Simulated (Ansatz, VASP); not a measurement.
One calculation of BeNi, two programs

INCAR

```
SYSTEM = BeNi
  PREC = Accurate
  ENCUT = 520
  EDIFF = 1E-6
  ISMEAR = -1
  SIGMA = 0.15
  LREAL = .False.
  LASPH = .True.
  NELM = 150
  ALGO = Normal
  ISIF = 2
  LWAVE = .False.
  LCHARG = .False.
  ISPIN = 2
  MAGMOM = 0 1
  LORBIT = 11
  LMAXMIX = 4
  GGA = CA
  NBANDS = 17
```

File KPOINTS:

```
regular mesh
0
Gamma
  11 11 11
  0 0 0
```

File POSCAR:

```
BeNi
1.0
    2.5869995900      0.0000000000      0.0000000000
    0.0000000000      2.5869995900      0.0000000000
    0.0000000000      0.0000000000      2.5869995900
Be Ni
1 1
Direct
    0.0000000000      0.0000000000      0.0000000000
    0.5000000000      0.5000000000      0.5000000000
```

Input for Ansatz:

```yaml
crystal:
  lattice:
    - [2.58699959, 0.0, 0.0]
    - [0.0, 2.58699959, 0.0]
    - [0.0, 0.0, 2.58699959]
  atoms:
    - { symbol: Be, position: [0.0, 0.0, 0.0], spin: 0.0 }
    - { symbol: Ni, position: [0.5, 0.5, 0.5], spin: 1.0 }
kpoints:
  mp_grid:
    grid: [11, 11, 11]
hamiltonian:
  xc: lda
magnetization:
  spin_polarized: true
scf:
  occupations:
    method: fermi_dirac
    width: 0.15
```

Alike in both runs: task single point; functional LDA; k mesh 11 × 11 × 11; occupations fermi-dirac, width 0.15 eV; collinear spin.

```csv
,VASP,Ansatz
version,VASP 6.6.1,Ansatz 0.2.0
potentials or method,"VASP PAW LDA potentials, release 64 (Be, Ni)","plane waves, PAW"
plane-wave cutoff (eV),520,420
valence electrons in the cell,12,20
```

|  | VASP | Ansatz | Ansatz less VASP |
| --- | --- | --- | --- |
| net moment per atom (μB) | 0.00 | 0.00 | 0.000 |

LDA's correlation is that of Perdew and Zunger in VASP and of Perdew and Wang (1992) in Ansatz. VASP's potentials hold 12 valence electrons a cell and Ansatz's 20, so a difference there can come from the potentials and not from the codes. Ansatz's warnings: seeded moment not kept.
